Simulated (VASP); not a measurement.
Set up this calculation in VASP 6.6.1, as the native input.

- Task: single point
- Functional: LDA
- Potentials or basis: VASP PAW LDA potentials, release 64 (Cd_sv_GW)
- Cutoff: 630 eV
- k mesh: 16 × 16 × 9
- Occupations: fermi-dirac, width 0.1 eV
- Spin: no spin polarisation
- Dipole correction: no
- Further INCAR settings: ALGO = Normal; EDIFF = 1e-06; NBANDS = 27

The structure of Cd lies in POSCAR:

```
Cd
1.0
    2.3412573242      0.0000000000      0.0000000000
   -1.1706286621      2.0275883196      0.0000000000
    0.0000000000      0.0000000000      3.7722062555
Cd
2
Direct
    0.3333333333      0.6666666667      0.2500000000
    0.6666666667      0.3333333333      0.7500000000
```

One way to write it, as run:

INCAR

```
PREC = Accurate
ENCUT = 630
EDIFF = 1E-6
ISMEAR = -1
SIGMA = 0.1
LREAL = F
LASPH = T
NELM = 120
ALGO = Normal
ISIF = 2
LWAVE = F
LCHARG = T
LELF = T
LVHAR = T
NBANDS = 27
GGA_COMPAT = F
```

KPOINTS

```
regular mesh
0
Gamma
  16 16 9
```

Potentials or basis: VASP PAW LDA potentials, release 64 (Cd_sv_GW).

Command:

```console
$ cat potpaw_LDA.64/Cd_sv_GW/POTCAR > POTCAR
$ mpirun -np 1 vasp_std > vasp.out
```

Results of the run:

```yaml
Pressure: 506.0 GPa
Band_gap_on_the_k_mesh: zero (bands 20 and 21 overlap by 2.81 eV)
```

Caveat: the cell stands under pressure.

It took 69 s on 1 thread of AMD EPYC 7R13 Processor (Zen 3), on a shared host, peak memory 0.18 GiB.
